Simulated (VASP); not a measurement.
# ScSi2O3 (P-62m) in VASP: relaxation of cell and atoms with PBE

Aim: the relaxation of cell and atoms of ScSi2O3 with PBE.

Program: VASP 6.6.1. These are calculated values, not measurements. Logs are shortened: lines on timing, memory, paths and dates and some standing lists are left out, and cuts for length are marked.

## (1) The cell of the first run

Symmetry: P-62m, No. 189, hexagonal system. Conventional cell: a = 5.747 Å, b = 5.747 Å, c = 2.794 Å, α = 90.00°, β = 90.00°, γ = 120.00°. Within 2.8 Å of Sc (site symmetry -62m) lie 3 O at 2.04 Å and 2 Sc at 2.79 Å. Within 2.5 Å of Si (site symmetry -6) lie 3 O at 1.86 Å. Within 2.5 Å of O (site symmetry m2m) lie 2 Si at 1.86 Å and 1 Sc at 2.04 Å.

The cell was generated, and may not be a known phase.

## (2) Relaxation of cell and atoms, PBE

Input file INCAR:

```
SYSTEM = ScSi2O3
PREC = Accurate
ENCUT = 600
EDIFF = 1E-6
ISMEAR = 0
SIGMA = 0.1
LREAL = .FALSE.
LASPH = .TRUE.
NELM = 100
ALGO = Normal
ISIF = 3
LWAVE = .FALSE.
LCHARG = .FALSE.
GGA = PE
IBRION = 2
NSW = 100
EDIFFG = -0.01
```

Input file KPOINTS:

```
regular mesh
0
G
  12 12 14
  0 0 0
```

Input file POSCAR:

```
ScSi2O3
1.0
    5.7470844042      0.0000000000      0.0000000000
   -2.8735422021      4.9771210917      0.0000000000
    0.0000000000      0.0000000000      2.7937017987
Sc Si O
1 2 3
Direct
    0.0000000000      0.0000000000      0.5000000000
    0.3333333333      0.6666666667      0.5000000000
    0.6666666667      0.3333333333      0.5000000000
    0.3542186461      0.0000000000      0.5000000000
    0.0000000000      0.3542186461      0.5000000000
    0.6457813539      0.6457813539      0.5000000000
```

Potentials or basis: VASP PAW PBE potentials, release 64 (Sc_sv, Si, O).

On the command line:

```console
$ cat potpaw_PBE.64/Sc_sv/POTCAR potpaw_PBE.64/Si/POTCAR potpaw_PBE.64/O/POTCAR > POTCAR
$ mpirun -np 1 vasp_std > vasp.out
```

OUTCAR:

```text
SYSTEM = ScSi2O3
   PREC = Accurate
   ENCUT = 600
   EDIFF = 1E-6
   ISMEAR = 0
   LREAL = .FALSE.
   LASPH = .TRUE.
   NELM = 100
   ISIF = 3
   GGA = PE
   IBRION = 2
   NSW = 100
   EDIFFG = -0.01

 ion  position               nearest neighbor table
   1  0.000  0.000  0.500-   5 2.04   6 2.04   4 2.04
   2  0.333  0.667  0.500-   4 1.86   5 1.86   6 1.86
   3  0.667  0.333  0.500-   5 1.86   4 1.86   6 1.86
   4  0.354  0.000  0.500-   2 1.86   3 1.86   1 2.04
   5  0.000  0.354  0.500-   3 1.86   2 1.86   1 2.04
   6  0.646  0.646  0.500-   3 1.86   2 1.86   1 2.04

  LATTYP: Found a hexagonal cell.
 ALAT       =     5.7470844042
 C/A-ratio  =     0.4861076682

  Lattice vectors:

 A1 = (   5.7470844042,   0.0000000000,   0.0000000000)
 A2 = (  -2.8735422021,   4.9771210917,   0.0000000000)
 A3 = (   0.0000000000,   0.0000000000,   2.7937017987)

Analysis of symmetry for initial positions (statically):
=====================================================================
 Subroutine PRICEL returns:
 Original cell was already a primitive cell.

 Routine SETGRP: Setting up the symmetry group for a
 hexagonal supercell.

 Subroutine GETGRP returns: Found 12 space group operations
 (whereof 12 operations were pure point group operations)
 out of a pool of 24 trial point group operations.

The static configuration has the point symmetry D_3h.

Analysis of symmetry for dynamics (positions and initial velocities):
=====================================================================
 Subroutine PRICEL returns:
 Original cell was already a primitive cell.

 Routine SETGRP: Setting up the symmetry group for a
 hexagonal supercell.

 Subroutine GETGRP returns: Found 12 space group operations
 (whereof 12 operations were pure point group operations)
 out of a pool of 24 trial point group operations.

The dynamic configuration has the point symmetry D_3h.

 Subroutine INISYM returns: Found 12 space group operations
 (whereof 12 operations are pure point group operations),
 and found     1 'primitive' translations

----------------------------------------------------------------------------------------

                                     Primitive cell

  volume of cell :      79.9109

  direct lattice vectors                    reciprocal lattice vectors
     5.747084404  0.000000000  0.000000000     0.174001273  0.100459682  0.000000000
    -2.873542202  4.977121092  0.000000000     0.000000000  0.200919363  0.000000000
     0.000000000  0.000000000  2.793701799     0.000000000  0.000000000  0.357948010

  length of vectors
     5.747084404  5.747084404  2.793701799     0.200919363  0.200919363  0.357948010

  position of ions in fractional coordinates (direct lattice)
     0.000000000  0.000000000  0.500000000
     0.333333333  0.666666667  0.500000000
     0.666666667  0.333333333  0.500000000
     0.354218646  0.000000000  0.500000000
     0.000000000  0.354218646  0.500000000
     0.645781354  0.645781354  0.500000000

  ion indices of the primitive-cell ions
   primitive index   ion index
                 1           1
                 2           2
                 3           3
                 4           4
                 5           5
                 6           6

----------------------------------------------------------------------------------------

 KPOINTS: regular mesh

Automatic generation of k-mesh.
 Grid dimensions read from file:
 generate k-points for:   12   12   14

 Generating k-lattice:

  Cartesian coordinates                     Fractional coordinates (reciprocal lattice)
     0.014500106  0.008371640  0.000000000     0.083333333  0.000000000  0.000000000
     0.000000000  0.016743280  0.000000000     0.000000000  0.083333333  0.000000000
     0.000000000  0.000000000  0.025567715     0.000000000  0.000000000  0.071428571

  Length of vectors
     0.016743280  0.016743280  0.025567715

  Shift w.r.t. Gamma in fractional coordinates (k-lattice)
     0.000000000  0.000000000  0.000000000

 Subroutine IBZKPT returns following result:
 ===========================================

 Found    152 irreducible k-points:

 Following reciprocal coordinates:
            Coordinates               Weight
  0.000000  0.000000  0.000000      1.000000
  0.083333  0.000000  0.000000      6.000000
  0.166667  0.000000  0.000000      6.000000
  0.250000  0.000000  0.000000      6.000000
  0.333333  0.000000  0.000000      6.000000
  0.416667  0.000000  0.000000      6.000000
[... 16 lines left out ...]
  0.250000  0.000000  0.071429     12.000000
  0.333333  0.000000  0.071429     12.000000
 [... further k-points ...]
   k-points           NKPTS =    152   k-points in BZ     NKDIM =    152   number of bands    NBANDS=     22
   number of dos      NEDOS =    301   number of ions     NIONS =      6
   total plane-waves  NPLWV =  55296
   dimension x,y,z NGX =    48 NGY =   48 NGZ =   24
   dimension x,y,z NGXF=    96 NGYF=   96 NGZF=   48
   ions per type =               1   2   3
   NGX,Y,Z   is equivalent  to a cutoff of  13.88, 13.88, 14.28 a.u.
   NGXF,Y,Z  is equivalent  to a cutoff of  27.77, 27.77, 28.56 a.u.
 SYSTEM =  ScSi2O3
   PREC   = accura    normal or accurate (medium, high low for compatibility)
   ISTART =      0    job   : 0-new  1-cont  2-samecut
   ICHARG =      2    charge: 1-file 2-atom 10-const
   ISPIN  =      1    spin polarized calculation?
   LNONCOLLINEAR =      F non collinear calculations
   LSORBIT =      F    spin-orbit coupling
   LASPH  =      T    aspherical Exc in radial PAW
   ENCUT  =  600.0 eV  44.10 Ry    6.64 a.u.  11.48 11.48  5.58*2*pi/ulx,y,z
   NELM   =    100;   NELMIN=  2; NELMDL= -5     # of ELM steps
   EDIFF  = 0.1E-05   stopping-criterion for ELM
   LREAL  =      F    real-space projection
   EDIFFG = -.1E-01   stopping-criterion for IOM
   NSW    =    100    number of steps for IOM
   IBRION =      2    ionic relax: 0-MD 1-quasi-New 2-CG
   NFREE  =      1    steps in history (QN), initial steepest desc. (CG)
   ISIF   =      3    stress and relaxation
   ISYM   =      2    0-nonsym 1-usesym 2-fastsym
   POTIM  = 0.5000    time-step for ionic-motion
   TEBEG  =    0.0;   TEEND  =   0.0 temperature during run
   PSTRESS=    0.0 pullay stress
   NELECT =      37.0000    total number of electrons
   NUPDOWN=      -1.0000    fix difference up-down
   EMIN   =  10.00;   EMAX   =-10.00  energy-range for DOS
   EFERMI =   0.00;   METHOD = LEGACY
   ISMEAR =     0;   SIGMA  =   0.10  broadening in eV -4-tet -1-fermi 0-gaus
   EFERMI_NEDOS =   21; number of points for ismear=-14 and -15
   IALGO  =     38    algorithm
   IMIX   =      4    mixing-type and parameters
     AMIX     =   0.40;   BMIX     =  1.00
     AMIX_MAG =   1.60;   BMIX_MAG =  1.00
  volume/ion in A,a.u.               =      13.32        89.88
  Fermi-wavevector in a.u.,A,eV,Ry     =   1.266505  2.393347 21.824209  1.604034
  Thomas-Fermi vector in A             =   2.399702
   LORBIT       =      0    0 simple, 1 ext, 2 COOP (PROOUT), +10 PAW based schemes
   GGA     = PE    functional components
   LHFCALC =     F    Hartree Fock is set to
   AEXX    =    0.0000 exact exchange contribution
   IVDW    =     0    specifies the selected vdW correction
   LEPSILON=     F    determine dielectric tensor
   LRPA    =     F    only Hartree local field effects (RPA)
 conjugate gradient relaxation of ions
 non-spin polarized calculation
 Gauss-broadening in eV      SIGMA  =   0.10
  energy-cutoff  :      600.00
  volume of cell :       79.91
 maximum number of plane-waves:      2693
 NGX is ok and might be reduce to    48
   NGX = 23   NGY = 23   NGZ = 11

--------------------------------------- Ionic step        1  -------------------------------------------

 number of electron      36.9999995 magnetization

 Free energy of the ion-electron system (eV)
  ---------------------------------------------------
  ext. energy  EPLUGINS =         0.00000000
  ---------------------------------------------------
  free energy    TOTEN  =       -40.37251026 eV

  energy without entropy =      -40.36719653  energy(sigma->0) =      -40.36985340

------------------------ aborting loop because EDIFF is reached ----------------------------------------

  FORCE on cell =-STRESS in cart. coord.  units (eV):
  Direction    XX          YY          ZZ          XY          YZ          ZX
  --------------------------------------------------------------------------------------
  -------------------------------------------------------------------------------------
  Total        0.4676558      0.4676558      0.0791105      0.0000000      0.0000000      0.0000000
  in kB        9.3762910      9.3762910      1.5861302      0.0000000      0.0000000      0.0000000
  external PRESSURE =       6.7795707 kB  Pullay stress =       0.0000000 kB
[... 145 lines left out ...]
  energy  without entropy=      -40.3687897774  energy(sigma->0) =      -40.37131450

--------------------------------------- Ionic step        5  -------------------------------------------

 number of electron      36.9999995 magnetization

 Free energy of the ion-electron system (eV)
  ---------------------------------------------------
  ext. energy  EPLUGINS =         0.00000000
  ---------------------------------------------------
  free energy    TOTEN  =       -40.37387673 eV

  energy without entropy =      -40.36892675  energy(sigma->0) =      -40.37140174

 E-fermi :   6.7090     XC(G=0): -10.2830

 val. band max:        6.7072152803   @ k =   0.1667   0.0000   0.2143
 cond. band min:       6.7165604713   @ k =   0.0833   0.0833   0.2143
 fundamental gap:      0.0093451910
 Fermi energy:         6.7090354214

 k-point     1 :       0.0000    0.0000    0.0000
  band No.  band energies     occupation
      1     -43.5089      2.00000
      2     -22.4199      2.00000
      3     -22.4199      2.00000
      4     -21.6100      2.00000
      5     -14.8266      2.00000
      6     -13.9156      2.00000
[... 574 lines left out ...]
      6     -14.0867      2.00000
[... 14 lines left out ...]
     21       7.9291      0.00000
     22       9.3409      0.00000

 [... further k-points ...]

------------------------ aborting loop because EDIFF is reached ----------------------------------------

  FORCE on cell =-STRESS in cart. coord.  units (eV):
  Direction    XX          YY          ZZ          XY          YZ          ZX
  --------------------------------------------------------------------------------------
  -------------------------------------------------------------------------------------
  Total       -0.0036315     -0.0036315     -0.0068703      0.0000000      0.0000000      0.0000000
  in kB       -0.0723396     -0.0723396     -0.1368544      0.0000000      0.0000000      0.0000000
  external PRESSURE =      -0.0938446 kB  Pullay stress =       0.0000000 kB
[... 21 lines left out ...]
  FREE ENERGIE OF THE ION-ELECTRON SYSTEM (eV)
  ---------------------------------------------------
  free  energy   TOTEN  =       -40.3738767307 eV

  energy  without entropy=      -40.3689267459  energy(sigma->0) =      -40.37140174

 reached required accuracy - stopping structural energy minimisation
```

Wall time 15 min (1 thread of Intel Xeon Platinum 8375C at 2.90GHz (Ice Lake), shared host); peak memory 0.48 GiB.

Results:

| Quantity | Value |
| --- | --- |
| Free energy | -40.3739 eV |
| Relaxed volume | 13.41 Å³/atom |
| Relaxed cell | a = 5.761 Å, b = 5.761 Å, c = 2.798 Å, α = 90.00°, β = 90.00°, γ = 120.00° |
| Space group after relaxing (to 0.1 Å) | P-62m (No. 189) |
| Energy gained by relaxing | 0.2 meV/atom |
| Ionic steps | 5 |
| Pressure after relaxing | 0.0 GPa |
| Band gap on the k mesh | zero (an odd number of electrons rules out a gap without spin polarisation) |

Step by step:
```
step  energy change (eV)  largest force (eV/Å)  pressure (GPa)  volume (Å³)
   1              0.0000                0.0273            0.68        79.91
   2             -0.0007                0.0454           -0.38        80.56
   3             -0.0011                0.0389            0.03        80.32
   4             -0.0013                0.0165            0.00        80.39
   5             -0.0014                0.0019           -0.01        80.43
```

Final structure:
```xyz
6
Lattice="5.7612 0.0000 0.0000 -2.8806 4.9893 0.0000 0.0000 0.0000 2.7982" Properties=species:S:1:pos:R:3 pbc="T T T"
Sc    0.0000    0.0000    1.3991
Si    0.0000    3.3262    1.3991
Si    2.8806    1.6631    1.3991
O     2.0369    0.0000    1.3991
O    -1.0184    1.7640    1.3991
O     1.8622    3.2253    1.3991
```

Caveat: an odd number of electrons without spin polarisation forces a metal; a magnetic or distorted state may lie lower.
